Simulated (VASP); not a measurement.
# GaAs (I-4m2) in VASP: a series of runs

Runs on GaAs. Level: PBE. Tasks: single point.

All numbers are computed with VASP 6.6.1; they aren't measurements. Logs are shortened: lines on timing, memory, paths and dates and some standing lists are left out, and cuts for length are marked.

### Step 1. The cell of the first run

The structure is tetragonal, space group I-4m2 (No. 119). Conventional cell: a = 3.916 Å, b = 3.916 Å, c = 5.907 Å, α = 90.00°, β = 90.00°, γ = 90.00°. Ga (site symmetry -4m2) has 4 As at 2.45 Å within 3.2 Å. As (site symmetry -4m2) has 4 Ga at 2.45 Å within 3.2 Å.

### Step 2. Single point, PBE (strained cell)

INCAR reads:

```
SYSTEM = GaAs
  ALGO = Normal
  EDIFF = 1E-6
  ENCUT = 500
  GGA = PE
  GGA_COMPAT = .FALSE.
  ISIF = 2
  ISMEAR = 0
  LASPH = .TRUE.
  LCHARG = .FALSE.
  LREAL = .FALSE.
  LWAVE = .FALSE.
  NBANDS = 16
  NELM = 120
  PREC = Accurate
  SIGMA = 0.02
```

KPOINTS reads:

```
k-points
0
G
  10 10 10
  0 0 0
```

POSCAR reads:

```
GaAs
1.0
    0.0000000000      2.7691166704      2.9535706427
    2.7691166704      0.0000000000      2.9535706427
    2.7691166704      2.7691166704      0.0000000000
Ga As
1 1
Direct
    0.0000000000      0.0000000000      0.0000000000
    0.2500000000      0.2500000000      0.2500000000
```

Potentials or basis: VASP PAW PBE potentials, release 64 (Ga_d, As).

Run with:

```bash
$ cat potpaw_PBE.64/Ga_d/POTCAR potpaw_PBE.64/As/POTCAR > POTCAR
$ mpirun -np 1 vasp_std > vasp.out
```

OUTCAR:

```text
SYSTEM = GaAs
   EDIFF = 1E-6
   ENCUT = 500
   GGA = PE
   ISIF = 2
   ISMEAR = 0
   LASPH = .TRUE.
   LREAL = .FALSE.
   NELM = 120
   PREC = Accurate

 ion  position               nearest neighbor table
   1  0.000  0.000  0.000-   2 2.45   2 2.45   2 2.45   2 2.45
   2  0.250  0.250  0.250-   1 2.45   1 2.45   1 2.45   1 2.45

  LATTYP: Found a body centered tetragonal cell.
 ALAT       =     3.9161223511
 C/A-ratio  =     1.5084159165

  Lattice vectors:

 A1 = (  -2.7691166704,   0.0000000000,   2.9535706427)
 A2 = (   2.7691166704,   0.0000000000,   2.9535706427)
 A3 = (   0.0000000000,   2.7691166704,  -2.9535706427)

Analysis of symmetry for initial positions (statically):
=====================================================================
 Subroutine PRICEL returns:
 Original cell was already a primitive cell.

 Routine SETGRP: Setting up the symmetry group for a
 body centered tetragonal supercell.

 Subroutine GETGRP returns: Found  8 space group operations
 (whereof  8 operations were pure point group operations)
 out of a pool of 16 trial point group operations.

The static configuration has the point symmetry D_2d.

Analysis of symmetry for dynamics (positions and initial velocities):
=====================================================================
 Subroutine PRICEL returns:
 Original cell was already a primitive cell.

 Routine SETGRP: Setting up the symmetry group for a
 body centered tetragonal supercell.

 Subroutine GETGRP returns: Found  8 space group operations
 (whereof  8 operations were pure point group operations)
 out of a pool of 16 trial point group operations.

The dynamic configuration has the point symmetry D_2d.

 Subroutine INISYM returns: Found  8 space group operations
 (whereof  8 operations are pure point group operations),
 and found     1 'primitive' translations

----------------------------------------------------------------------------------------

                                     Primitive cell

  volume of cell :      45.2960

  direct lattice vectors                    reciprocal lattice vectors
     0.000000000  2.769116670  2.953570643    -0.180562995  0.180562995  0.169286623
     2.769116670  0.000000000  2.953570643     0.180562995 -0.180562995  0.169286623
     2.769116670  2.769116670  0.000000000     0.180562995  0.180562995 -0.169286623

  length of vectors
     4.048652452  4.048652452  3.916122351     0.306372243  0.306372243  0.306372243

  position of ions in fractional coordinates (direct lattice)
     0.000000000  0.000000000  0.000000000
     0.250000000  0.250000000  0.250000000

  ion indices of the primitive-cell ions
   primitive index   ion index
                 1           1
                 2           2

----------------------------------------------------------------------------------------

 KPOINTS: k-points

Automatic generation of k-mesh.
 Grid dimensions read from file:
 generate k-points for:   10   10   10

 Generating k-lattice:

  Cartesian coordinates                     Fractional coordinates (reciprocal lattice)
    -0.018056300  0.018056300  0.016928662     0.100000000 -0.000000000  0.000000000
     0.018056300 -0.018056300  0.016928662    -0.000000000  0.100000000  0.000000000
     0.018056300  0.018056300 -0.016928662     0.000000000  0.000000000  0.100000000

  Length of vectors
     0.030637224  0.030637224  0.030637224

  Shift w.r.t. Gamma in fractional coordinates (k-lattice)
     0.000000000  0.000000000  0.000000000

 Subroutine IBZKPT returns following result:
 ===========================================

 Found    102 irreducible k-points:

 Following reciprocal coordinates:
            Coordinates               Weight
  0.000000  0.000000  0.000000      1.000000
  0.100000  0.000000  0.000000      8.000000
  0.200000  0.000000  0.000000      8.000000
  0.300000  0.000000  0.000000      8.000000
  0.400000  0.000000  0.000000      8.000000
  0.500000  0.000000  0.000000      4.000000
[... 16 lines left out ...]
  0.300000  0.300000  0.000000      2.000000
  0.400000  0.300000  0.000000      8.000000
 [... further k-points ...]
   k-points           NKPTS =    102   k-points in BZ     NKDIM =    102   number of bands    NBANDS=     16
   number of dos      NEDOS =    301   number of ions     NIONS =      2
   total plane-waves  NPLWV =  27000
   dimension x,y,z NGX =    30 NGY =   30 NGZ =   30
   dimension x,y,z NGXF=    60 NGYF=   60 NGZF=   60
   ions per type =               1   1
   NGX,Y,Z   is equivalent  to a cutoff of  12.32, 12.32, 12.74 a.u.
   NGXF,Y,Z  is equivalent  to a cutoff of  24.64, 24.64, 25.47 a.u.
 SYSTEM =  GaAs
   PREC   = accura    normal or accurate (medium, high low for compatibility)
   ISTART =      0    job   : 0-new  1-cont  2-samecut
   ICHARG =      2    charge: 1-file 2-atom 10-const
   ISPIN  =      1    spin polarized calculation?
   LNONCOLLINEAR =      F non collinear calculations
   LSORBIT =      F    spin-orbit coupling
   LASPH  =      T    aspherical Exc in radial PAW
   ENCUT  =  500.0 eV  36.75 Ry    6.06 a.u.   7.38  7.38  7.14*2*pi/ulx,y,z
   NELM   =    120;   NELMIN=  2; NELMDL= -5     # of ELM steps
   EDIFF  = 0.1E-05   stopping-criterion for ELM
   LREAL  =      F    real-space projection
[... 7 lines left out ...]
   TEBEG  =    0.0;   TEEND  =   0.0 temperature during run
   PSTRESS=    0.0 pullay stress
   NELECT =      18.0000    total number of electrons
   NUPDOWN=      -1.0000    fix difference up-down
   EMIN   =  10.00;   EMAX   =-10.00  energy-range for DOS
   EFERMI =   0.00;   METHOD = LEGACY
   ISMEAR =     0;   SIGMA  =   0.02  broadening in eV -4-tet -1-fermi 0-gaus
   EFERMI_NEDOS =   21; number of points for ismear=-14 and -15
   IALGO  =     38    algorithm
   IMIX   =      4    mixing-type and parameters
     AMIX     =   0.40;   BMIX     =  1.00
     AMIX_MAG =   1.60;   BMIX_MAG =  1.00
  volume/ion in A,a.u.               =      22.65       152.84
  Fermi-wavevector in a.u.,A,eV,Ry     =   1.203591  2.274458 19.709836  1.448632
  Thomas-Fermi vector in A             =   2.339340
   LORBIT       =      0    0 simple, 1 ext, 2 COOP (PROOUT), +10 PAW based schemes
   GGA     = PE    functional components
   LHFCALC =     F    Hartree Fock is set to
   AEXX    =    0.0000 exact exchange contribution
   IVDW    =     0    specifies the selected vdW correction
   LEPSILON=     F    determine dielectric tensor
   LRPA    =     F    only Hartree local field effects (RPA)
 non-spin polarized calculation
 Gauss-broadening in eV      SIGMA  =   0.02
  energy-cutoff  :      500.00
  volume of cell :       45.30
 maximum number of plane-waves:      1164
 NGX is ok and might be reduce to    30
   NGX = 15   NGY = 15   NGZ = 15

 number of electron      17.9999998 magnetization

 Free energy of the ion-electron system (eV)
  ---------------------------------------------------
  ext. energy  EPLUGINS =         0.00000000
  ---------------------------------------------------
  free energy    TOTEN  =        -8.22832142 eV

  energy without entropy =       -8.22832142  energy(sigma->0) =       -8.22832142

 E-fermi :   4.2071     XC(G=0):  -9.5814

 val. band max:        4.0424321754   @ k =   0.0000   0.0000   0.0000
 cond. band min:       4.3734074702   @ k =   0.0000   0.0000   0.0000
 fundamental gap:      0.3309752948
 Fermi energy:         4.2071473178

 k-point     1 :       0.0000    0.0000    0.0000
  band No.  band energies     occupation
      1     -10.9081      2.00000
      2     -10.8913      2.00000
      3     -10.8913      2.00000
      4     -10.8245      2.00000
      5     -10.8155      2.00000
      6      -8.7907      2.00000
[... 8 lines left out ...]
     15      13.3158      0.00000
     16      14.5060      0.00000

 k-point     2 :       0.1000    0.0000    0.0000
  band No.  band energies     occupation
      1     -10.9106      2.00000
      2     -10.8952      2.00000
      3     -10.8891      2.00000
      4     -10.8249      2.00000
      5     -10.8152      2.00000
      6      -8.6736      2.00000
[... 8 lines left out ...]
     15      12.8007      0.00000
     16      13.8580      0.00000

 k-point     3 :       0.2000    0.0000    0.0000
  band No.  band energies     occupation
      1     -10.9277      2.00000
      2     -10.8936      2.00000
      3     -10.8837      2.00000
      4     -10.8255      2.00000
      5     -10.8140      2.00000
      6      -8.3373      2.00000
[... 8 lines left out ...]
     15      13.1706      0.00000
     16      13.1745      0.00000

 k-point     4 :       0.3000    0.0000    0.0000
  band No.  band energies     occupation
      1     -10.9508      2.00000
      2     -10.8882      2.00000
      3     -10.8779      2.00000
      4     -10.8255      2.00000
      5     -10.8116      2.00000
      6      -7.8337      2.00000
[... 8 lines left out ...]
     15      13.3038      0.00000
     16      13.4302      0.00000
[... 324 lines left out ...]
 k-point    22 :      -0.2000    0.2000    0.0000
  band No.  band energies     occupation
      1     -10.9571      2.00000
      2     -10.8842      2.00000
      3     -10.8749      2.00000
      4     -10.8295      2.00000
      5     -10.8110      2.00000
      6      -7.6312      2.00000
[... 8 lines left out ...]
     15      14.3932      0.00000
     16      15.1613      0.00000

 k-point    23 :       0.3000    0.3000    0.0000
  band No.  band energies     occupation
      1     -10.9781      2.00000
      2     -10.8620      2.00000
      3     -10.8620      2.00000
      4     -10.8259      2.00000
      5     -10.8183      2.00000
      6      -7.5897      2.00000
[... 8 lines left out ...]
     15      15.9531      0.00000
     16      15.9589      0.00000

 k-point    24 :       0.4000    0.3000    0.0000
  band No.  band energies     occupation
      1     -10.9884      2.00000
      2     -10.8589      2.00000
      3     -10.8565      2.00000
      4     -10.8271      2.00000
      5     -10.8176      2.00000
      6      -7.1706      2.00000
[... 8 lines left out ...]
     15      16.3878      0.00000
     16      16.4184      0.00000

 [... further k-points ...]

------------------------ aborting loop because EDIFF is reached ----------------------------------------

  FORCE on cell =-STRESS in cart. coord.  units (eV):
  Direction    XX          YY          ZZ          XY          YZ          ZX
  --------------------------------------------------------------------------------------
  -------------------------------------------------------------------------------------
  Total        1.3066989      1.3066989      0.1017674      0.0000000      0.0000000      0.0000000
  in kB       46.2196061     46.2196061      3.5996427      0.0000000      0.0000000      0.0000000
  external PRESSURE =      32.0129517 kB  Pullay stress =       0.0000000 kB

 VOLUME and BASIS-vectors are now :
 -----------------------------------------------------------------------------
  energy-cutoff  :      500.00
  volume of cell :       45.30
      direct lattice vectors                 reciprocal lattice vectors
     0.000000000  2.769116670  2.953570643    -0.180562995  0.180562995  0.169286623
     2.769116670  0.000000000  2.953570643     0.180562995 -0.180562995  0.169286623
     2.769116670  2.769116670  0.000000000     0.180562995  0.180562995 -0.169286623

 POSITION                                       TOTAL-FORCE (eV/Angst)
 -----------------------------------------------------------------------------------
      0.00000      0.00000      0.00000         0.000000      0.000000      0.000000
      1.38456      1.38456      1.47679        -0.000000     -0.000000     -0.000000
 -----------------------------------------------------------------------------------
    total drift:                                0.000000      0.000000     -0.000001

  FREE ENERGIE OF THE ION-ELECTRON SYSTEM (eV)
  ---------------------------------------------------
  free  energy   TOTEN  =        -8.2283214158 eV

  energy  without entropy=       -8.2283214158  energy(sigma->0) =       -8.22832142
```

Run time: 1.8 min. Hardware: 1 thread of Intel Xeon 8259CL, shared host; peak memory 0.22 GiB.

Results:

* Free energy: -8.2283 eV
* Pressure: 3.2 GPa
* Band gap on the k mesh: 0.33 eV

Stress tensor (GPa, compression positive):
```
4.62 0.00 0.00
0.00 4.62 0.00
0.00 0.00 0.36
```

Caveat: the cell differs from its parent crystal (strained cell); the cell stands under pressure; semilocal functionals underestimate gaps, and a narrow one can read as zero. A k mesh can miss the band edges.

### Step 3. Single point, PBE (strained cell)

INCAR reads:

```
SYSTEM = GaAs
ALGO = Normal ; EDIFF = 1E-6
ENCUT = 500 ; GGA = PE
GGA_COMPAT = .FALSE. ; ISIF = 2
ISMEAR = 0 ; LASPH = .TRUE.
LCHARG = .FALSE. ; LREAL = .FALSE.
LWAVE = .FALSE. ; NBANDS = 16
NELM = 120 ; PREC = Accurate
SIGMA = 0.02
```

KPOINTS is that of step 2.

POSCAR reads:

```
GaAs
1.0
    0.0000000000      2.7691166704      2.9579686145
    2.7691166704      0.0000000000      2.9579686145
    2.7691166704      2.7691166704      0.0000000000
Ga As
1 1
Direct
    0.0000000000      0.0000000000      0.0000000000
    0.2500000000      0.2500000000      0.2500000000
```

Potentials or basis: VASP PAW PBE potentials, release 64 (Ga_d, As).

Run with:

```bash
$ cat potpaw_PBE.64/Ga_d/POTCAR potpaw_PBE.64/As/POTCAR > POTCAR
$ mpirun -np 1 vasp_std > vasp.out
```

Run time: 92 s. Hardware: 1 thread of Intel Xeon 8259CL, shared host; peak memory 0.22 GiB.

Results (log left out):

```
Free energy            : -8.2284 eV
Pressure               : 3.1 GPa
Band gap on the k mesh : 0.31 eV
```

Stress tensor (GPa, compression positive):
```
4.54 0.00 0.00
0.00 4.54 0.00
0.00 0.00 0.17
```

Levels at points of the mesh, in eV from the valence-band top:
```
           k point  band 6  band 7  band 8  band 9  band 10  band 11  band 12  band 13
(0.00, 0.00, 0.00)  -12.83   -0.42    0.00    0.00     0.31     3.56     3.56     3.74
(0.50, 0.00, 0.00)  -11.07   -6.75   -1.55   -0.99     0.78     4.37     4.73     7.65
(0.50, 0.50, 0.00)  -10.51   -7.19   -2.49   -2.49     1.63     1.94     9.96     9.96
(0.50, 0.00, 0.50)  -10.26   -6.79   -2.95   -2.91     1.21     1.32     9.60     9.95
```

Caveat: the cell differs from its parent crystal (strained cell); the cell stands under pressure; semilocal functionals underestimate gaps, and a narrow one can read as zero. A k mesh can miss the band edges.

### Step 4. Single point, PBE

INCAR reads:

```
ALGO = Normal ; EDIFF = 1E-6
ENCUT = 500 ; GGA = PE
GGA_COMPAT = F ; ISIF = 2
ISMEAR = 0 ; LASPH = T
LCHARG = F ; LREAL = F
LWAVE = F ; NBANDS = 16
NELM = 120 ; PREC = Accurate
SIGMA = 0.01
```

KPOINTS reads:

```
k-points
0
Gamma
  10 10 10
```

POSCAR is that of step 3.

Potentials or basis: VASP PAW PBE potentials, release 64 (Ga_d, As).

Run with:

```bash
$ cat potpaw_PBE.64/Ga_d/POTCAR potpaw_PBE.64/As/POTCAR > POTCAR
$ mpirun -np 1 vasp_std > vasp.out
```

OUTCAR:

```text
EDIFF = 1E-6
   ENCUT = 500
   GGA = PE
   ISIF = 2
   ISMEAR = 0
   LASPH = T
   LREAL = F
   NELM = 120
   PREC = Accurate

 ion  position               nearest neighbor table
   1  0.000  0.000  0.000-   2 2.45   2 2.45   2 2.45   2 2.45
   2  0.250  0.250  0.250-   1 2.45   1 2.45   1 2.45   1 2.45

  LATTYP: Found a body centered tetragonal cell.
 ALAT       =     3.9161223511
 C/A-ratio  =     1.5106620015

  Lattice vectors:

[... 643 lines left out ...]

------------------------ aborting loop because EDIFF is reached ----------------------------------------

  FORCE on cell =-STRESS in cart. coord.  units (eV):
  Direction    XX          YY          ZZ          XY          YZ          ZX
  --------------------------------------------------------------------------------------
  -------------------------------------------------------------------------------------
  Total        1.2863652      1.2863652      0.0495046      0.0000000      0.0000000      0.0000000
  in kB       45.4327247     45.4327247      1.7484389      0.0000000      0.0000000      0.0000000
  external PRESSURE =      30.8712961 kB  Pullay stress =       0.0000000 kB

 VOLUME and BASIS-vectors are now :
 -----------------------------------------------------------------------------
  energy-cutoff  :      500.00
  volume of cell :       45.36
      direct lattice vectors                 reciprocal lattice vectors
     0.000000000  2.769116670  2.957968614    -0.180562995  0.180562995  0.169034924
     2.769116670  0.000000000  2.957968614     0.180562995 -0.180562995  0.169034924
     2.769116670  2.769116670  0.000000000     0.180562995  0.180562995 -0.169034924

 POSITION                                       TOTAL-FORCE (eV/Angst)
 -----------------------------------------------------------------------------------
      0.00000      0.00000      0.00000        -0.000000      0.000000      0.000000
      1.38456      1.38456      1.47898         0.000000     -0.000000     -0.000000
 -----------------------------------------------------------------------------------
    total drift:                                0.000000      0.000000     -0.000001

  FREE ENERGIE OF THE ION-ELECTRON SYSTEM (eV)
  ---------------------------------------------------
  free  energy   TOTEN  =        -8.2284451761 eV

  energy  without entropy=       -8.2284451761  energy(sigma->0) =       -8.22844518
```

stdout:

```text
POSCAR found type information on POSCAR GaAs
 POSCAR found :  2 types and       2 ions
 scaLAPACK will be used
 LDA part: xc-table for (Slater+PW92), standard interpolation
 POSCAR, INCAR and KPOINTS ok, starting setup
 FFT: planning ... GRIDC
 FFT: planning ... GRID_SOFT
 FFT: planning ... GRID
 WAVECAR not read
 entering main loop
```

Run time: 1.8 min. Hardware: 1 thread of Intel Xeon 8259CL, shared host; peak memory 0.22 GiB.

Results:

| Item | Value |
| --- | --- |
| Free energy | -8.2284 eV |
| Pressure | 3.1 GPa |
| Band gap on the k mesh | 0.31 eV |

Levels at points of the mesh, in eV from the valence-band top:
| k point | band 5 | band 6 | band 7 | band 8 | band 9 | band 10 | band 11 | band 12 | band 13 | band 14 |
| --- | --- | --- | --- | --- | --- | --- | --- | --- | --- | --- |
| (0.00, 0.00, 0.00) | -14.86 | -12.83 | -0.42 | 0.00 | 0.00 | 0.31 | 3.56 | 3.56 | 3.74 | 7.44 |
| (0.50, 0.00, 0.00) | -14.85 | -11.07 | -6.75 | -1.55 | -0.99 | 0.78 | 4.37 | 4.73 | 7.65 | 10.12 |
| (0.50, 0.50, 0.00) | -14.86 | -10.51 | -7.19 | -2.49 | -2.49 | 1.63 | 1.94 | 9.96 | 9.96 | 10.44 |
| (0.50, 0.00, 0.50) | -14.84 | -10.26 | -6.79 | -2.95 | -2.91 | 1.21 | 1.32 | 9.60 | 9.95 | 10.80 |

Caveat: the cell stands under pressure; semilocal functionals underestimate gaps, and a narrow one can read as zero. A k mesh can miss the band edges.

[end of part 1 of 2]
